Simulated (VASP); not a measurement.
# Al2Au (Fm-3m) in VASP: settings compared

Al2Au is run at these levels: PBE, PBEsol; tasks: single point, band structure.

All numbers are computed with VASP 6.6.1; they aren't measurements. Logs are shortened: lines on timing, memory, paths and dates and some standing lists are left out, and cuts for length are marked.

### Step 1. The cell of the first run

The structure is cubic, space group Fm-3m (No. 225). Conventional cell: a = 6.000 Å, b = 6.000 Å, c = 6.000 Å, α = 90.00°, β = 90.00°, γ = 90.00°. Within 3.4 Å of Au (site symmetry m-3m) lie 8 Al at 2.60 Å. Al (site symmetry -43m) has 4 Au at 2.60 Å and 6 Al at 3.00 Å within 3.4 Å.

### Step 2. Single point, PBE

File POSCAR:

```
Al2Au
1.0
    0.0000000000      3.0000000000      3.0000000000
    3.0000000000      0.0000000000      3.0000000000
    3.0000000000      3.0000000000      0.0000000000
Au Al
1 2
Direct
    0.0000000000      0.0000000000      0.0000000000
    0.7500000000      0.7500000000      0.7500000000
    0.2500000000      0.2500000000      0.2500000000
```

File INCAR.step1:

```
SYSTEM = Al2Au
ALGO = Normal ; EDIFF = 1E-6
ENCUT = 480 ; GGA = PE
GGA_COMPAT = .FALSE. ; ISMEAR = 1
LASPH = .TRUE. ; LCHARG = .TRUE.
LMAXMIX = 4 ; LREAL = .FALSE.
LWAVE = .FALSE. ; NBANDS = 26
NELM = 120 ; PREC = Accurate
SIGMA = 0.1
```

File KPOINTS.step1:

```
k-points
0
Gamma
  9 9 9
```

File INCAR.step2:

```
SYSTEM = Al2Au
ALGO = Normal ; EDIFF = 1E-6
EMAX = 15.81 ; EMIN = -9.19
ENCUT = 480 ; GGA = PE
GGA_COMPAT = .FALSE. ; ICHARG = 11
ISMEAR = -5 ; LASPH = .TRUE.
LCHARG = .FALSE. ; LMAXMIX = 4
LORBIT = 11 ; LREAL = .FALSE.
LWAVE = .FALSE. ; NBANDS = 26
NEDOS = 4001 ; NELM = 120
PREC = Accurate
```

File KPOINTS.step2:

```
Automatic mesh
0
Gamma
  23 23 23
  0 0 0
```

Potentials or basis: VASP PAW PBE potentials, release 64 (Au, Al).

The run is started by

```sh
$ cat potpaw_PBE.64/Au/POTCAR potpaw_PBE.64/Al/POTCAR > POTCAR
$ cp INCAR.step1 INCAR
$ cp KPOINTS.step1 KPOINTS
$ mpirun -np 1 vasp_std > vasp.out
$ cp INCAR.step2 INCAR
$ cp KPOINTS.step2 KPOINTS
$ mpirun -np 1 vasp_std > vasp.out
```

OUTCAR:

```text
SYSTEM = Al2Au
   EDIFF = 1E-6
   EMIN = -9.19
   ENCUT = 480
   GGA = PE
   ICHARG = 11
   ISMEAR = -5
   LASPH = .TRUE.
   LORBIT = 11
   LREAL = .FALSE.
   NELM = 120
   PREC = Accurate

 ion  position               nearest neighbor table
   1  0.000  0.000  0.000-   2 2.60   2 2.60   2 2.60   2 2.60   3 2.60   3 2.60   3 2.60   3 2.60

   2  0.750  0.750  0.750-   1 2.60   1 2.60   1 2.60   1 2.60   3 3.00   3 3.00   3 3.00   3 3.00
                             3 3.00   3 3.00
   3  0.250  0.250  0.250-   1 2.60   1 2.60   1 2.60   1 2.60   2 3.00   2 3.00   2 3.00   2 3.00
                             2 3.00   2 3.00

  LATTYP: Found a face centered cubic cell.
 ALAT       =     6.0000000000

  Lattice vectors:

 A1 = (   0.0000000000,   3.0000000000,   3.0000000000)
 A2 = (   3.0000000000,   0.0000000000,   3.0000000000)
 A3 = (   3.0000000000,   3.0000000000,   0.0000000000)

Analysis of symmetry for initial positions (statically):
=====================================================================
 Subroutine PRICEL returns:
 Original cell was already a primitive cell.

 Routine SETGRP: Setting up the symmetry group for a
 face centered cubic supercell.

 Subroutine GETGRP returns: Found 48 space group operations
 (whereof 48 operations were pure point group operations)
 out of a pool of 48 trial point group operations.

The static configuration has the point symmetry O_h .

Analysis of symmetry for dynamics (positions and initial velocities):
=====================================================================
 Subroutine PRICEL returns:
 Original cell was already a primitive cell.

 Routine SETGRP: Setting up the symmetry group for a
 face centered cubic supercell.

 Subroutine GETGRP returns: Found 48 space group operations
 (whereof 48 operations were pure point group operations)
 out of a pool of 48 trial point group operations.

The dynamic configuration has the point symmetry O_h .

 Subroutine INISYM returns: Found 48 space group operations
 (whereof 48 operations are pure point group operations),
 and found     1 'primitive' translations

----------------------------------------------------------------------------------------

                                     Primitive cell

  volume of cell :      54.0000

  direct lattice vectors                    reciprocal lattice vectors
[... 99 lines left out ...]
   POTIM  = 0.5000    time-step for ionic-motion
   TEBEG  =    0.0;   TEEND  =   0.0 temperature during run

   SCALEE = 1.0000    scale energy and forces
   PSTRESS=    0.0 pullay stress
   NELECT =      17.0000    total number of electrons
   NUPDOWN=      -1.0000    fix difference up-down
   EMIN   =  -9.19;   EMAX   = 15.81  energy-range for DOS
   EFERMI =   0.00;   METHOD = LEGACY
   ISMEAR =    -5;   SIGMA  =   0.20  broadening in eV -4-tet -1-fermi 0-gaus
   EFERMI_NEDOS =   21; number of points for ismear=-14 and -15
   IALGO  =     38    algorithm
   IMIX   =      4    mixing-type and parameters
     AMIX     =   0.40;   BMIX     =  1.00
     AMIX_MAG =   1.60;   BMIX_MAG =  1.00
  volume/ion in A,a.u.               =      18.00       121.47
  Fermi-wavevector in a.u.,A,eV,Ry     =   1.113679  2.104547 16.875035  1.240280
  Thomas-Fermi vector in A             =   2.250266
   LORBIT       =     11    0 simple, 1 ext, 2 COOP (PROOUT), +10 PAW based schemes
   GGA     = PE    functional components
   LHFCALC =     F    Hartree Fock is set to
   AEXX    =    0.0000 exact exchange contribution
   IVDW    =     0    specifies the selected vdW correction
   LEPSILON=     F    determine dielectric tensor
   LRPA    =     F    only Hartree local field effects (RPA)

   CSHIFT  =0.1000    complex shift for real part using Kramers Kronig

   OMEGAMAX=  -1.0    maximum frequency
 non-spin polarized calculation
 Fermi weights with tetrahedron method with Bloechl corrections
  energy-cutoff  :      480.00
  volume of cell :       54.00
 maximum number of plane-waves:      1309

 number of electron      17.0000001 magnetization

 Free energy of the ion-electron system (eV)
  ---------------------------------------------------
  ext. energy  EPLUGINS =         0.00000000
  ---------------------------------------------------
  free energy    TOTEN  =       -12.00743072 eV

  energy without entropy =      -12.00743072  energy(sigma->0) =      -12.00743072

 E-fermi :   7.8059     XC(G=0): -10.5259

 val. band max:        7.8526071782   @ k =   0.4348   0.0870   0.0000
 cond. band min:       7.8000918643   @ k =   0.3043   0.1739   0.0000
 fundamental gap:     -0.0525153139
 Fermi energy:         7.8059429067

 k-point     1 :       0.0000    0.0000    0.0000
  band No.  band energies     occupation
      1      -2.7550      2.00000
      2       1.1970      2.00000
      3       1.1970      2.00000
      4       1.1970      2.00000
      5       2.1543      2.00000
      6       2.1543      2.00000
[... 541 lines left out ...]
     19      19.7536      0.00000
     20      22.7978      0.00000

 [... further k-points ...]

 [bands above 20 left out]

------------------------ aborting loop because EDIFF is reached ----------------------------------------

  FORCE on cell =-STRESS in cart. coord.  units (eV):
  Direction    XX          YY          ZZ          XY          YZ          ZX
  --------------------------------------------------------------------------------------
  -------------------------------------------------------------------------------------
  Total        1.0776432      1.0776432      1.0776432      0.0000000      0.0000000      0.0000000
  in kB       31.9736204     31.9736204     31.9736204      0.0000000      0.0000000      0.0000000
  external PRESSURE =      31.9736204 kB  Pullay stress =       0.0000000 kB

 VOLUME and BASIS-vectors are now :
 -----------------------------------------------------------------------------
  energy-cutoff  :      480.00
  volume of cell :       54.00
      direct lattice vectors                 reciprocal lattice vectors
     0.000000000  3.000000000  3.000000000    -0.166666667  0.166666667  0.166666667
     3.000000000  0.000000000  3.000000000     0.166666667 -0.166666667  0.166666667
     3.000000000  3.000000000  0.000000000     0.166666667  0.166666667 -0.166666667

 POSITION                                       TOTAL-FORCE (eV/Angst)
 -----------------------------------------------------------------------------------
      0.00000      0.00000      0.00000        -0.000000     -0.000000     -0.000000
      4.50000      4.50000      4.50000        -0.000000     -0.000000     -0.000000
      1.50000      1.50000      1.50000         0.000000      0.000000      0.000000
 -----------------------------------------------------------------------------------
    total drift:                                0.000000     -0.000000     -0.000000

  FREE ENERGIE OF THE ION-ELECTRON SYSTEM (eV)
  ---------------------------------------------------
  free  energy   TOTEN  =       -12.0074307161 eV

  energy  without entropy=      -12.0074307161  energy(sigma->0) =      -12.00743072

 total charge

# of ion       s       p       d       tot
------------------------------------------
    1        0.756   0.699   8.546  10.001
    2        0.395   0.358   0.000   0.753
    3        0.395   0.358   0.000   0.753
--------------------------------------------------
tot          1.547   1.414   8.546  11.507
```

OUTCAR.step1:

```text
SYSTEM = Al2Au
   EDIFF = 1E-6
   ENCUT = 480
   GGA = PE
   ISMEAR = 1
[... 788 lines left out ...]
      0.00000      0.00000      0.00000         0.000000      0.000000     -0.000000
      4.50000      4.50000      4.50000        -0.000000     -0.000000      0.000000
      1.50000      1.50000      1.50000         0.000000      0.000000     -0.000000
 -----------------------------------------------------------------------------------
    total drift:                                0.000000     -0.000000     -0.000000

  FREE ENERGIE OF THE ION-ELECTRON SYSTEM (eV)
  ---------------------------------------------------
  free  energy   TOTEN  =       -12.0018571109 eV

  energy  without entropy=      -12.0008606294  energy(sigma->0) =      -12.00152495
```

OSZICAR.step1:

```text
N       E                     dE             d eps       ncg     rms          rms(c)
DAV:   1     0.587088677239E+02    0.58709E+02   -0.59464E+03  1876   0.501E+02
DAV:   2    -0.113513317976E+02   -0.70060E+02   -0.62675E+02  2228   0.129E+02
DAV:   3    -0.132637187114E+02   -0.19124E+01   -0.18963E+01  2240   0.190E+01
DAV:   4    -0.132809181236E+02   -0.17199E-01   -0.17197E-01  2190   0.200E+00
DAV:   5    -0.132812232396E+02   -0.30512E-03   -0.30511E-03  2208   0.277E-01    0.910E+00
DAV:   6    -0.121113737722E+02    0.11698E+01   -0.24787E+00  1964   0.132E+01    0.394E+00
DAV:   7    -0.120303867902E+02    0.80987E-01   -0.13872E-01  1962   0.266E+00    0.187E+00
DAV:   8    -0.120023983104E+02    0.27988E-01   -0.17139E-02  2032   0.622E-01    0.412E-01
DAV:   9    -0.120017401581E+02    0.65815E-03   -0.14976E-03  2162   0.274E-01    0.167E-01
DAV:  10    -0.120018563765E+02   -0.11622E-03   -0.15314E-04  1986   0.491E-02    0.217E-02
DAV:  11    -0.120018571109E+02   -0.73438E-06   -0.46283E-06  2268   0.103E-02
   1 F= -.12001857E+02 E0= -.12001525E+02  d E =-.996482E-03
```

Run time: 1.8 min. Hardware: 1 thread of AMD EPYC 9R45 (Zen 5), shared host; peak memory 0.42 GiB.

What came out:

```
Valence electrons inside the program's atomic spheres : Au 10.00; Al 0.75
Density of states at the Fermi level                  : 0.31 states/eV/atom
```

Caveat: spin-orbit coupling is left out, which moves the levels of the heavy elements; tetrahedron occupations give inexact forces and stress in metals.

### Step 3. Band structure, PBEsol, non-collinear spin, zero start, spin-orbit coupling

File INCAR:

```
ALGO = Normal ; EDIFF = 1E-7
ENCUT = 480 ; GGA = PS
GGA_COMPAT = False ; ISMEAR = -1
KPAR = 2 ; LASPH = True
LCHARG = False ; LMAXMIX = 4
LORBIT = 11 ; LREAL = False
LSORBIT = True ; LWAVE = False
MAGMOM = 0 0 0 0 0 0 0 0 0 ; NBANDS = 69
NELM = 200 ; PREC = Accurate
SIGMA = 0.02
```

File KPOINTS:

```
Automatic mesh
0
Gamma
  13 13 13
  0 0 0
```

File KPOINTS_OPT:

```
path GXWKGLUWLK,UX
12
line-mode
reciprocal
 0.0000000000  0.0000000000  0.0000000000  G
 0.5000000000  0.0000000000  0.5000000000  X

 0.5000000000  0.0000000000  0.5000000000  X
 0.5000000000  0.2500000000  0.7500000000  W

 0.5000000000  0.2500000000  0.7500000000  W
 0.3750000000  0.3750000000  0.7500000000  K

 0.3750000000  0.3750000000  0.7500000000  K
 0.0000000000  0.0000000000  0.0000000000  G

 0.0000000000  0.0000000000  0.0000000000  G
 0.5000000000  0.5000000000  0.5000000000  L

 0.5000000000  0.5000000000  0.5000000000  L
 0.6250000000  0.2500000000  0.6250000000  U

 0.6250000000  0.2500000000  0.6250000000  U
 0.5000000000  0.2500000000  0.7500000000  W

 0.5000000000  0.2500000000  0.7500000000  W
 0.5000000000  0.5000000000  0.5000000000  L

 0.5000000000  0.5000000000  0.5000000000  L
 0.3750000000  0.3750000000  0.7500000000  K

 0.6250000000  0.2500000000  0.6250000000  U
 0.5000000000  0.0000000000  0.5000000000  X
```

POSCAR is that of step 2.

Potentials or basis: VASP PAW PBE potentials, release 64 (Au, Al).

The run is started by

```sh
$ cat potpaw_PBE.64/Au/POTCAR potpaw_PBE.64/Al/POTCAR > POTCAR
$ mpirun -np 2 vasp_ncl > vasp.out
```

OUTCAR:

```text
EDIFF = 1E-7
   ENCUT = 480
   GGA = PS
   ISMEAR = -1
   LASPH = True
   LORBIT = 11
   LREAL = False
   LSORBIT = True
   NELM = 200
   PREC = Accurate

 ion  position               nearest neighbor table
   1  0.000  0.000  0.000-   2 2.60   2 2.60   2 2.60   2 2.60   3 2.60   3 2.60   3 2.60   3 2.60

   2  0.750  0.750  0.750-   1 2.60   1 2.60   1 2.60   1 2.60   3 3.00   3 3.00   3 3.00   3 3.00
                             3 3.00   3 3.00
   3  0.250  0.250  0.250-   1 2.60   1 2.60   1 2.60   1 2.60   2 3.00   2 3.00   2 3.00   2 3.00
                             2 3.00   2 3.00

  LATTYP: Found a face centered cubic cell.
 ALAT       =     6.0000000000

  Lattice vectors:

 A1 = (   0.0000000000,   3.0000000000,   3.0000000000)
 A2 = (   3.0000000000,   0.0000000000,   3.0000000000)
 A3 = (   3.0000000000,   3.0000000000,   0.0000000000)

Analysis of symmetry for initial positions (statically):
=====================================================================
 Subroutine PRICEL returns:
 Original cell was already a primitive cell.

 Routine SETGRP: Setting up the symmetry group for a
 face centered cubic supercell.

 Subroutine GETGRP returns: Found 48 space group operations
 (whereof 48 operations were pure point group operations)
 out of a pool of 48 trial point group operations.

The static configuration has the point symmetry O_h .

Analysis of symmetry for dynamics (positions and initial velocities):
=====================================================================
 Subroutine PRICEL returns:
 Original cell was already a primitive cell.

 Routine SETGRP: Setting up the symmetry group for a
 face centered cubic supercell.

 Subroutine GETGRP returns: Found 48 space group operations
 (whereof 48 operations were pure point group operations)
 out of a pool of 48 trial point group operations.

[... 971 lines left out ...]

 POSITION                                       TOTAL-FORCE (eV/Angst)
 -----------------------------------------------------------------------------------
      0.00000      0.00000      0.00000         0.000000     -0.000000     -0.000000
      4.50000      4.50000      4.50000        -0.000000     -0.000000     -0.000000
      1.50000      1.50000      1.50000        -0.000000      0.000000      0.000000
 -----------------------------------------------------------------------------------
    total drift:                               -0.000000     -0.000000     -0.000000

  FREE ENERGIE OF THE ION-ELECTRON SYSTEM (eV)
  ---------------------------------------------------
  free  energy   TOTEN  =       -13.8552829808 eV

  energy  without entropy=      -13.8541032553  energy(sigma->0) =      -13.85469312

 Spin-Orbit-Coupling matrix elements

 Ion:    1  E_soc:     -0.7604643
 l=   1
     0.0000000    -0.0591149    -0.0591149
    -0.0591149     0.0000000    -0.0591149
    -0.0591149    -0.0591149     0.0000000
 l=   2
     0.0000000    -0.0138799     0.0000000    -0.0138799    -0.0537492
    -0.0138799     0.0000000    -0.0403119    -0.0138799    -0.0134373
     0.0000000    -0.0403119     0.0000000    -0.0403119     0.0000000
    -0.0138799    -0.0138799    -0.0403119     0.0000000    -0.0134373
    -0.0537492    -0.0134373     0.0000000    -0.0134373     0.0000000
 l=   3
     0.0000000     0.0000000     0.0000000     0.0000000     0.0000000     0.0000000     0.0000000
     0.0000000     0.0000000     0.0000000     0.0000000     0.0000000     0.0000000     0.0000000
     0.0000000     0.0000000     0.0000000     0.0000000     0.0000000     0.0000000     0.0000000
     0.0000000     0.0000000     0.0000000     0.0000000     0.0000000     0.0000000     0.0000000
[... 29 lines left out ...]
 l=   2
     0.0000000     0.0000000     0.0000000     0.0000000     0.0000000
     0.0000000     0.0000000     0.0000000     0.0000000     0.0000000
     0.0000000     0.0000000     0.0000000     0.0000000     0.0000000
     0.0000000     0.0000000     0.0000000     0.0000000     0.0000000
     0.0000000     0.0000000     0.0000000     0.0000000     0.0000000
 l=   3
     0.0000000     0.0000000     0.0000000     0.0000000     0.0000000     0.0000000     0.0000000
     0.0000000     0.0000000     0.0000000     0.0000000     0.0000000     0.0000000     0.0000000
     0.0000000     0.0000000     0.0000000     0.0000000     0.0000000     0.0000000     0.0000000
     0.0000000     0.0000000     0.0000000     0.0000000     0.0000000     0.0000000     0.0000000
     0.0000000     0.0000000     0.0000000     0.0000000     0.0000000     0.0000000     0.0000000
     0.0000000     0.0000000     0.0000000     0.0000000     0.0000000     0.0000000     0.0000000
     0.0000000     0.0000000     0.0000000     0.0000000     0.0000000     0.0000000     0.0000000

 total charge

# of ion       s       p       d       tot
------------------------------------------
    1        0.754   0.722   8.528  10.003
    2        0.392   0.356   0.000   0.748
    3        0.392   0.356   0.000   0.748
--------------------------------------------------
tot          1.538   1.434   8.528  11.499

 magnetization (x)

# of ion       s       p       d       tot
------------------------------------------
    1        0.000   0.000  -0.000  -0.000
    2        0.000  -0.000   0.000   0.000
    3        0.000  -0.000   0.000   0.000
--------------------------------------------------
tot          0.000  -0.000  -0.000   0.000

 magnetization (y)

# of ion       s       p       d       tot
------------------------------------------
    1        0.000  -0.000  -0.000  -0.000
    2        0.000   0.000   0.000   0.000
    3        0.000   0.000   0.000   0.000
--------------------------------------------------
tot          0.000  -0.000  -0.000  -0.000

 magnetization (z)

# of ion       s       p       d       tot
------------------------------------------
    1       -0.000   0.000  -0.000  -0.000
    2        0.000   0.000   0.000   0.000
    3        0.000   0.000   0.000   0.000
--------------------------------------------------
tot          0.000   0.000  -0.000   0.000
```

OSZICAR:

```text
N       E                     dE             d eps       ncg     rms          rms(c)
DAV:   1     0.752002343716E+02    0.75200E+02   -0.57158E+03 11608   0.399E+02
DAV:   2    -0.113915280087E+02   -0.86592E+02   -0.73957E+02 13837   0.115E+02
DAV:   3    -0.152320343685E+02   -0.38405E+01   -0.37865E+01 13736   0.232E+01
[... 22 lines left out ...]
       N       E                     dE             ncg
DAV:   1     0.224383471389E+05   -0.13483E+05     4968
DAV:   2     0.191699175156E+05   -0.32684E+04     5927
DAV:   3     0.190348729593E+05   -0.13504E+03     5969
DAV:   4     0.190334630680E+05   -0.14099E+01     5776
DAV:   5     0.190334362217E+05   -0.26846E-01     5892
DAV:   6     0.190334355716E+05   -0.65010E-03     5840
DAV:   7     0.190334355535E+05   -0.18028E-04     5914
DAV:   8     0.190334355530E+05   -0.54044E-06     5840
DAV:   9     0.190334355530E+05   -0.14668E-07     4382
```

Wall time 10 min (2 MPI ranks of AMD EPYC 7R43 (Zen 3), shared host); peak memory 0.72 GiB.

Results:

```
Free energy                                           : -13.8553 eV
Pressure                                              : -0.6 GPa
Net moment                                            : 0.00 μB per cell
Valence electrons inside the program's atomic spheres : Au 10.00; Al 0.75
```

Moments on the atoms (μB; x, y, z):
```
Au  0.00 0.00 0.00
Al  0.00 0.00 0.00
Al  0.00 0.00 0.00
```

Caveat: the PAW data sets were made with another functional, which shifts forces and pressure a little.
